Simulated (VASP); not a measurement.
Here is a VASP 6.6.1 calculation.

The input INCAR:

```
PREC = Accurate ; ENCUT = 600
EDIFF = 1E-7 ; ISMEAR = -1
SIGMA = 0.03 ; LREAL = False
LASPH = True ; NELM = 100
ALGO = Normal ; ISIF = 3
LWAVE = False ; LCHARG = False
GGA = PE ; IBRION = 2
NSW = 100 ; EDIFFG = -0.005
```

KPOINTS

```
regular mesh
0
Gamma
  13 13 7
```

Contents of POSCAR:

```
Ta
1.0
    2.8389951296      0.0000000000      0.0000000000
   -1.4194975648      2.4586419035      0.0000000000
    0.0000000000      0.0000000000      4.5991721100
Ta
2
Direct
    0.3333333333      0.6666666667      0.2500000000
    0.6666666667      0.3333333333      0.7500000000
```

Potentials or basis: VASP PAW PBE potentials, release 64 (Ta_pv).

The run is started by

```sh
$ cat potpaw_PBE.64/Ta_pv/POTCAR > POTCAR
$ mpirun -np 1 vasp_std > vasp.out
```

Problem. What does it give for the relaxed cell?

Solution. a = 2.904 Å, b = 2.904 Å, c = 5.131 Å, α = 90.00°, β = 90.00°, γ = 120.00°.

Problem. Estimate the band gap on the k mesh.

Solution. Zero (band 11 reaches 6.66 eV, above the bottom of band 12 at 5.03 eV).

Problem. Predict the relaxed volume.

Solution. 18.74 Å³/atom.

The path:
```tsv
step	energy change (eV)	largest force (eV/Å)	pressure (GPa)	volume (Å³)
1	0.0000	0.0000	39.30	32.10
2	1.7147	0.0000	-33.63	54.04
3	-0.6072	0.0000	-4.21	38.33
4	-0.6150	0.0000	-1.32	37.72
5	-0.6152	0.0000	-0.71	37.61
6	-0.6790	0.0000	-0.48	37.57
7	-0.6828	0.0000	-0.32	37.55
8	-0.6829	0.0000	-0.28	37.54
9	-0.6828	0.0000	0.53	37.38
10	-0.6829	0.0000	-0.01	37.48
```

Caveat: the volume moved by over 15 % at a fixed basis, so the end points are rough; spin-orbit coupling is left out, which moves the levels of the heavy elements.
